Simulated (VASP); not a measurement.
# CdTe2 (I4/mcm) in VASP: notebook, part 2 of 2

VASP 6.6.1. Earlier steps stand in the parts before.

## 3. Electric field gradients, PBEsol

INCAR

```
PREC = Accurate
ENCUT = 520
EDIFF = 1E-8
ISMEAR = -1
SIGMA = 0.15
LREAL = False
LASPH = True
NELM = 80
ALGO = Fast
ISIF = 2
LWAVE = False
LCHARG = False
GGA = PS
LEFG = True
NBANDS = 33
```

KPOINTS

```
regular mesh
0
Gamma
  8 8 8
```

POSCAR

```
CdTe2
1.0
   -3.2773769595      3.2773769595      3.8855625745
    3.2773769595     -3.2773769595      3.8855625745
    3.2773769595      3.2773769595     -3.8855625745
Cd Te
2 4
Direct
    0.7500000000      0.7500000000      0.0000000000
    0.2500000000      0.2500000000      0.0000000000
    0.3491986289      0.8491986289      0.1983972578
    0.8491986289      0.6508013711      0.5000000000
    0.6508013711      0.1508013711      0.8016027422
    0.1508013711      0.3491986289      0.5000000000
```

Potentials or basis: VASP PAW PBE potentials, release 64 (Cd, Te).

On the command line:

```console
$ cat potpaw_PBE.64/Cd/POTCAR potpaw_PBE.64/Te/POTCAR > POTCAR
$ mpirun -np 1 vasp_std > vasp.out
```

OUTCAR:

```text
PREC = Accurate
   ENCUT = 520
   EDIFF = 1E-8
   ISMEAR = -1
   LREAL = False
   LASPH = True
   NELM = 80
   ISIF = 2
   GGA = PS

 ion  position               nearest neighbor table
   1  0.750  0.750  0.000-   3 3.16   5 3.16   4 3.16   6 3.16   4 3.16   5 3.16   6 3.16   3 3.16

   2  0.250  0.250  0.000-   3 3.16   5 3.16   4 3.16   6 3.16   6 3.16   4 3.16   5 3.16   3 3.16

   3  0.349  0.849  0.198-   5 2.80   2 3.16   1 3.16   1 3.16   2 3.16   4 3.53   6 3.53   6 3.53
                             4 3.53
   4  0.849  0.651  0.500-   6 2.80   1 3.16   2 3.16   1 3.16   2 3.16   3 3.53   5 3.53   5 3.53
                             3 3.53
   5  0.651  0.151  0.802-   3 2.80   2 3.16   1 3.16   1 3.16   2 3.16   6 3.53   4 3.53   4 3.53
                             6 3.53
   6  0.151  0.349  0.500-   4 2.80   2 3.16   1 3.16   2 3.16   1 3.16   3 3.53   5 3.53   5 3.53
                             3 3.53

  LATTYP: Found a body centered tetragonal cell.
 ALAT       =     6.5547539190
 C/A-ratio  =     1.1855708460

  Lattice vectors:

 A1 = (  -3.2773769595,   3.2773769595,   3.8855625745)
 A2 = (   3.2773769595,  -3.2773769595,   3.8855625745)
 A3 = (   3.2773769595,   3.2773769595,  -3.8855625745)

Analysis of symmetry for initial positions (statically):
=====================================================================
 Subroutine PRICEL returns:
 Original cell was already a primitive cell.

 Routine SETGRP: Setting up the symmetry group for a
 body centered tetragonal supercell.

 Subroutine GETGRP returns: Found 16 space group operations
 (whereof  8 operations were pure point group operations)
 out of a pool of 16 trial point group operations.

The static configuration has the point symmetry C_4h.
 The point group associated with its full space group is D_4h.

Analysis of symmetry for dynamics (positions and initial velocities):
=====================================================================
 Subroutine PRICEL returns:
 Original cell was already a primitive cell.

 Routine SETGRP: Setting up the symmetry group for a
 body centered tetragonal supercell.

 Subroutine GETGRP returns: Found 16 space group operations
 (whereof  8 operations were pure point group operations)
 out of a pool of 16 trial point group operations.

The dynamic configuration has the point symmetry C_4h.
 The point group associated with its full space group is D_4h.

 Subroutine INISYM returns: Found 16 space group operations
 (whereof  8 operations are pure point group operations),
 and found     1 'primitive' translations

----------------------------------------------------------------------------------------

                                     Primitive cell

  volume of cell :     166.9424

  direct lattice vectors                    reciprocal lattice vectors
    -3.277376960  3.277376960  3.885562575     0.000000000  0.152561029  0.128681495
     3.277376960 -3.277376960  3.885562575     0.152561029  0.000000000  0.128681495
     3.277376960  3.277376960 -3.885562575     0.152561029  0.152561029  0.000000000

  length of vectors
     6.048139878  6.048139878  6.048139878     0.199584054  0.199584054  0.215753876

  position of ions in fractional coordinates (direct lattice)
     0.750000000  0.750000000  0.000000000
[... 115 lines left out ...]
   LEPSILON=     F    determine dielectric tensor
   LRPA    =     F    only Hartree local field effects (RPA)
 non-spin polarized calculation
 RMM-DIIS sequential band-by-band and
  energy-cutoff  :      520.00
  volume of cell :      166.94
 maximum number of plane-waves:      4526
 NGX is ok and might be reduce to    48
   NGX = 23   NGY = 23   NGZ = 23

 number of electron      48.0000002 magnetization

 Free energy of the ion-electron system (eV)
  ---------------------------------------------------
  ext. energy  EPLUGINS =         0.00000000
  ---------------------------------------------------
  free energy    TOTEN  =       -17.01368500 eV

  energy without entropy =      -16.91372870  energy(sigma->0) =      -16.96370685

 E-fermi :   5.7957     XC(G=0): -10.0779

 val. band max:        5.7937699164   @ k =  -0.2500   0.2500   0.1250
 cond. band min:       5.8360740974   @ k =  -0.3750   0.5000   0.2500
 fundamental gap:      0.0423041811
 Fermi energy:         5.7957325784

 k-point     1 :       0.0000    0.0000    0.0000
  band No.  band energies     occupation
      1      -7.6775      2.00000
      2      -5.6523      2.00000
      3      -4.8815      2.00000
      4      -4.8815      2.00000
      5      -2.9889      2.00000
      6      -2.9033      2.00000
[... 853 lines left out ...]
     32      10.5013      0.00000
     33      11.5003      0.00000

 [... further k-points ...]

------------------------ aborting loop because EDIFF is reached ----------------------------------------

  FORCE on cell =-STRESS in cart. coord.  units (eV):
  Direction    XX          YY          ZZ          XY          YZ          ZX
  --------------------------------------------------------------------------------------
  -------------------------------------------------------------------------------------
  Total        0.1887427      0.1887427      0.1500881      0.0000000     -0.0000000      0.0000000
  in kB        1.8113983      1.8113983      1.4404237      0.0000000     -0.0000000      0.0000000
  external PRESSURE =       1.6877401 kB  Pullay stress =       0.0000000 kB

 VOLUME and BASIS-vectors are now :
 -----------------------------------------------------------------------------
  energy-cutoff  :      520.00
  volume of cell :      166.94
      direct lattice vectors                 reciprocal lattice vectors
    -3.277376960  3.277376960  3.885562575     0.000000000  0.152561029  0.128681495
     3.277376960 -3.277376960  3.885562575     0.152561029  0.000000000  0.128681495
     3.277376960  3.277376960 -3.885562575     0.152561029  0.152561029  0.000000000

 POSITION                                       TOTAL-FORCE (eV/Angst)
 -----------------------------------------------------------------------------------
      0.00000      0.00000      5.82834         0.000000     -0.000000     -0.000000
      0.00000      0.00000      1.94278        -0.000000     -0.000000     -0.000000
      2.28891     -0.98847      3.88556        -0.008216     -0.008216      0.000000
      0.98847      2.28891      3.88556         0.008216     -0.008216      0.000000
      0.98847      4.26584      0.00000         0.008216      0.008216     -0.000000
      2.28891      0.98847     -0.00000        -0.008216      0.008216     -0.000000
 -----------------------------------------------------------------------------------
    total drift:                               -0.000000     -0.000000      0.000000

  FREE ENERGIE OF THE ION-ELECTRON SYSTEM (eV)
  ---------------------------------------------------
  free  energy   TOTEN  =       -17.0136850022 eV

  energy  without entropy=      -16.9137287006  energy(sigma->0) =      -16.96370685

 Electric field gradients (V/A^2)
---------------------------------------------------------------------
 ion       V_xx      V_yy      V_zz      V_xy      V_xz      V_yz
---------------------------------------------------------------------
   1       0.661     0.661    -1.321     0.001     0.000     0.000
   2       0.661     0.661    -1.321     0.001     0.000     0.000
   3     177.089   177.089  -354.179   257.017     0.000     0.000
   4     177.089   177.089  -354.179  -257.017     0.000     0.000
   5     177.089   177.089  -354.179   257.017     0.000     0.000
   6     177.089   177.089  -354.179  -257.017     0.000     0.000
---------------------------------------------------------------------

 Electric field gradients after diagonalization (V/A^2)
 (convention: |V_zz| > |V_xx| > |V_yy|)
----------------------------------------------------------------------
 ion       V_xx      V_yy      V_zz     asymmetry (V_yy - V_xx)/ V_zz
----------------------------------------------------------------------
   1       0.661     0.660    -1.321       0.001
   2       0.661     0.660    -1.321       0.001
   3    -354.179   -79.927   434.106       0.632
   4    -354.179   -79.927   434.106       0.632
   5    -354.179   -79.927   434.106       0.632
   6    -354.179   -79.927   434.106       0.632
----------------------------------------------------------------------

           NMR quadrupolar parameters

 Cq : quadrupolar parameter    Cq=e*Q*V_zz/h
 eta: asymmetry parameters     (V_yy - V_xx)/ V_zz
 Q  : nuclear electric quadrupole moment in mb (millibarn)
----------------------------------------------------------------------
 ion       Cq(MHz)       eta       Q (mb)
----------------------------------------------------------------------
   1      -0.003       0.001       1.000
   2      -0.003       0.001       1.000
   3       1.050       0.632       1.000
   4       1.050       0.632       1.000
   5       1.050       0.632       1.000
   6       1.050       0.632       1.000
----------------------------------------------------------------------
```

OSZICAR:

```text
N       E                     dE             d eps       ncg     rms          rms(c)
DAV:   1     0.281845701384E+03    0.28185E+03   -0.20632E+04  3894   0.127E+03
DAV:   2    -0.732086671846E-01   -0.28192E+03   -0.26804E+03  4431   0.280E+02
DAV:   3    -0.171564651673E+02   -0.17083E+02   -0.16789E+02  4697   0.681E+01
DAV:   4    -0.174270685692E+02   -0.27060E+00   -0.27015E+00  4365   0.777E+00
DAV:   5    -0.174329723080E+02   -0.59037E-02   -0.59034E-02  4848   0.115E+00    0.139E+01
RMM:   6    -0.170547092084E+02    0.37826E+00   -0.85768E-01  3913   0.473E+00    0.914E+00
RMM:   7    -0.170177065405E+02    0.37003E-01   -0.22748E-01  4071   0.176E+00    0.211E+00
RMM:   8    -0.170138301378E+02    0.38764E-02   -0.25741E-02  4278   0.102E+00    0.403E-01
RMM:   9    -0.170136970957E+02    0.13304E-03   -0.29378E-03  4460   0.316E-01    0.101E-01
RMM:  10    -0.170136892397E+02    0.78560E-05   -0.48127E-04  4507   0.134E-01    0.685E-02
RMM:  11    -0.170136844745E+02    0.47652E-05   -0.90685E-05  4489   0.613E-02    0.382E-02
RMM:  12    -0.170136857061E+02   -0.12316E-05   -0.29993E-05  4564   0.378E-02    0.111E-02
RMM:  13    -0.170136853623E+02    0.34385E-06   -0.57363E-06  4636   0.144E-02    0.316E-03
RMM:  14    -0.170136851090E+02    0.25330E-06   -0.12688E-06  4454   0.633E-03    0.320E-03
RMM:  15    -0.170136848411E+02    0.26788E-06   -0.30890E-07  4514   0.372E-03    0.149E-03
RMM:  16    -0.170136849959E+02   -0.15483E-06   -0.10347E-07  4201   0.208E-03    0.234E-03
RMM:  17    -0.170136850022E+02   -0.62682E-08   -0.24184E-08  2923   0.887E-04
   1 F= -.17013685E+02 E0= -.16963707E+02  d E =-.999563E-01
```

Wall time 10 min (1 thread of Oxide Virtual Turin-like, shared host); peak memory 0.45 GiB.

Results:

```yaml
Free_energy: -17.0137 eV
Pressure: 0.2 GPa
Largest_force: 0.012 eV/Å
Band_gap_on_the_k_mesh: zero (bands 24 and 25 overlap by 1.76 eV)
Largest_electric_field_gradient_by_atom: Cd -1.3; Te +434.1 V/Å²
```

Forces in eV/Å, atoms in the order of the input:
```
Cd   0.000  0.000  0.000
Cd   0.000  0.000  0.000
Te  -0.008 -0.008  0.000
Te   0.008 -0.008  0.000
Te   0.008  0.008  0.000
Te  -0.008  0.008  0.000
```

Electric field gradients, principal values (V/Å²):
```csv
atom,least,middle,greatest (by size)
1 Cd,0.660,0.661,-1.321
2 Cd,0.660,0.661,-1.321
3 Te,-79.927,-354.179,434.106
4 Te,-79.927,-354.179,434.106
5 Te,-79.927,-354.179,434.106
6 Te,-79.927,-354.179,434.106
```

Caveat: without QUAD_EFG the Cq values of the log hold for a quadrupole moment of 1 mb, not for the nuclei; the PAW data sets were made with another functional, which shifts forces and pressure a little; spin-orbit coupling is left out, which moves the levels of the heavy elements.

The gap in the log of VASP goes by the Fermi energy; the results here count the filled bands.